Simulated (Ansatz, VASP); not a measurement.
# Two plane-wave programs on AlCo

```
CELL_PARAMETERS angstrom
2.82313 0.00000 0.00000
0.00000 2.82313 0.00000
0.00000 0.00000 2.82313
ATOMIC_POSITIONS crystal
Al 0.00000 0.00000 0.00000
Co 0.50000 0.50000 0.50000
```

Alike in both runs: functional r2SCAN; k mesh 14 × 14 × 14; occupations gaussian, width 0.1 eV; no spin polarisation.

Ansatz relaxed the structure, and its values are those at the end. VASP's run is a single point on that final structure, the one shown.

|  | VASP | Ansatz |
| --- | --- | --- |
| version | VASP 6.6.1 | Ansatz 0.2.0 |
| potentials or method | VASP PAW PBE potentials, release 64 (Al, Co), cutoff 520 eV | scalar-relativistic, plane waves, PAW |
| valence electrons in the cell | 12 | 20 |

```csv
,VASP,Ansatz,Ansatz less VASP
gap on the k mesh at the Fermi level (eV),none,none,-
pressure (GPa),-0.2,0.0,+0.20
```

VASP's potentials were made for PBE, not for r2SCAN. A gap of «none» marks a metal or a gap that the smearing closes. With one functional, cell and mesh, what is left measures potentials, basis and numerics. VASP's potentials hold 12 valence electrons a cell and Ansatz's 20, so a difference there can come from the potentials and not from the codes.
